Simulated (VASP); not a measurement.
Write the native input for VASP 6.6.1 that does the following.

| Quantity | Value |
| --- | --- |
| Task | single point |
| Functional | PBE |
| Potentials or basis | VASP PAW PBE potentials, release 64 (Se, Zn) |
| Cutoff | 520 eV |
| k mesh | 8 × 8 × 8 |
| Occupations | gaussian, width 0.023 eV |
| Spin | no spin polarisation |
| Dipole correction | no |
| Further INCAR settings | ALGO = Normal; EDIFF = 1e-07; NBANDS = 16 |

The structure of ZnSe (Stilleite) lies in POSCAR:

```
ZnSe
1.0
    0.0000000000      2.8338000000      2.8338000000
    2.8338000000      0.0000000000      2.8338000000
    2.8338000000      2.8338000000      0.0000000000
Se Zn
1 1
Direct
    0.7500000000      0.7500000000      0.7500000000
    0.0000000000      0.0000000000      0.0000000000
```

One way to write it, as run:

INCAR

```
SYSTEM = ZnSe
PREC = Accurate
ENCUT = 520
EDIFF = 1E-7
ISMEAR = 0
SIGMA = 0.023
LREAL = .FALSE.
LASPH = .TRUE.
NELM = 80
ALGO = Normal
ISIF = 2
LWAVE = .FALSE.
LCHARG = .TRUE.
GGA = PE
LELF = .TRUE.
LVHAR = .TRUE.
NBANDS = 16
```

KPOINTS

```
Automatic mesh
0
G
  8 8 8
  0 0 0
```

Potentials or basis: VASP PAW PBE potentials, release 64 (Se, Zn).

Launch:

```sh
$ cat potpaw_PBE.64/Se/POTCAR potpaw_PBE.64/Zn/POTCAR > POTCAR
$ mpirun -np 1 vasp_std > vasp.out
```

It gave:

```json
{
  "Pressure": "2.3 GPa",
  "Band gap on the k mesh": "1.29 eV, direct"
}
```

Run time: 26 s on 1 thread of AMD EPYC 7R43 64-Core Processor (Zen 3), with other jobs on the host, peak memory 0.13 GiB.
